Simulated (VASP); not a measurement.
Here is a VASP 6.6.1 calculation.

Contents of INCAR:

```
SYSTEM = CdO
  ALGO = Normal
  EDIFF = 1E-6
  ENCUT = 600
  GGA = PE
  GGA_COMPAT = .FALSE.
  ISIF = 2
  ISMEAR = -1
  LASPH = .TRUE.
  LCHARG = .TRUE.
  LELF = .TRUE.
  LREAL = .FALSE.
  LVHAR = .TRUE.
  LWAVE = .FALSE.
  NBANDS = 16
  NELM = 120
  PREC = Accurate
  SIGMA = 0.1
```

The input KPOINTS:

```
k-points
0
G
  8 8 8
  0 0 0
```

The input POSCAR:

```
CdO
1.0
    0.0000000000      2.3297553690      2.3297553690
    2.3297553690      0.0000000000      2.3297553690
    2.3297553690      2.3297553690      0.0000000000
Cd O
1 1
Direct
    0.0000000000      0.0000000000      0.0000000000
    0.5000000000      0.5000000000      0.5000000000
```

Potentials or basis: VASP PAW PBE potentials, release 64 (Cd, O).

Command:

```bash
$ cat potpaw_PBE.64/Cd/POTCAR potpaw_PBE.64/O/POTCAR > POTCAR
$ mpirun -np 1 vasp_std > vasp.out
```

Problem. Predict the pressure.

Solution. 11.7 GPa.

Problem. What does it give for the band gap on the k mesh?

Solution. Zero (band 9 reaches 2.28 eV, above the bottom of band 10 at 1.91 eV).
